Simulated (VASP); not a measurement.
**HfC: single point with PBE**

HfC:

```xyz
4
Lattice="3.8473 0.0000 0.0000 -1.9237 3.3319 0.0000 0.0000 0.0000 4.6582" Properties=species:S:1:pos:R:3 pbc="T T T"
Hf    0.0000    2.2212    2.0745
Hf    1.9237    1.1106    4.4036
C     0.0000    2.2212    4.3305
C     1.9237    1.1106    2.0014
```

- Program: VASP 6.6.1
- Task: single point
- Functional: PBE
- Potentials or basis: VASP PAW PBE potentials, release 64 (Hf_pv, C)
- Cutoff: 520 eV
- k mesh: 6 × 6 × 4
- Occupations: gaussian, width 0.1 eV
- Spin: no spin polarisation

```yaml
Pressure: -0.6 GPa
Largest_force: 0.005 eV/Å
Band_gap_on_the_k_mesh: zero (bands 14 and 15 overlap by 0.95 eV)
```

Forces on the atoms (eV/Å):
```
Hf   0.000  0.000  0.005
Hf   0.000  0.000  0.005
C    0.000  0.000 -0.005
C    0.000  0.000 -0.005
```

Stress tensor (GPa, compression positive):
```
-0.55  0.00  0.00
 0.00 -0.55  0.00
 0.00  0.00 -0.72
```

Levels at points of the mesh, in eV from the Fermi level:
| k point | band 10 | band 11 | band 12 | band 13 | band 14 | band 15 | band 16 | band 17 | band 18 | band 19 |
| --- | --- | --- | --- | --- | --- | --- | --- | --- | --- | --- |
| (0.00, 0.00, 0.00) | -2.76 | -2.60 | -2.60 | -1.98 | 1.04 | 1.29 | 1.29 | 2.51 | 4.76 | 4.80 |
| (0.50, 0.00, 0.00) | -2.29 | -1.75 | -1.69 | -1.35 | -0.49 | 0.45 | 1.76 | 2.94 | 3.87 | 4.11 |
| (0.00, 0.00, 0.50) | -3.24 | -3.10 | -3.10 | -3.10 | -3.10 | 4.16 | 4.16 | 4.35 | 4.35 | 4.35 |
| (0.50, 0.00, 0.50) | -4.71 | -2.34 | -2.34 | -1.62 | -1.62 | 2.34 | 2.34 | 3.65 | 3.65 | 5.38 |

It took 53 s on 1 thread of Intel Xeon 8259CL, with other jobs on the host, peak memory 0.19 GiB.

Caveat: spin-orbit coupling is left out, which moves the levels of the heavy elements.
